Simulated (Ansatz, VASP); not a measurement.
**SbSe2: VASP beside Ansatz**

```xyz
3
Lattice="-1.8371 1.8371 5.2946 1.8371 -1.8371 5.2946 1.8371 1.8371 -5.2946" Properties=species:S:1:pos:R:3 pbc="T T T"
Sb    0.0000    0.0000    0.0000
Se    0.0000    0.0000    6.8650
Se    0.0000    0.0000    3.7241
```

Alike in both runs: functional PBE; k mesh 18 × 18 × 18; occupations gaussian, width 0.1 eV; no spin polarisation.

Ansatz relaxed the structure, and its values are those at the end. VASP's run is a single point on that final structure, the one shown.

|  | VASP | Ansatz |
| --- | --- | --- |
| version | VASP 6.6.1 | Ansatz 0.2.0 |
| potentials or method | VASP PAW PBE potentials, release 64 (Sb, Se), cutoff 520 eV | scalar-relativistic, plane waves, PAW |
| valence electrons in the cell | 17 | 47 |

```csv
,VASP,Ansatz,Ansatz less VASP
gap on the k mesh at the Fermi level (eV),none,none,-
pressure (GPa),-0.1,0.0,+0.12
rms of the force components (eV/Å),0.005,0.001,-0.0043
```

A gap of «none» marks a metal or a gap that the smearing closes. The functional is the same, so the differences come from potentials, cutoffs and numerics. VASP's potentials hold 17 valence electrons a cell and Ansatz's 47, so a difference there can come from the potentials and not from the codes.

Spin-orbit coupling is off throughout.
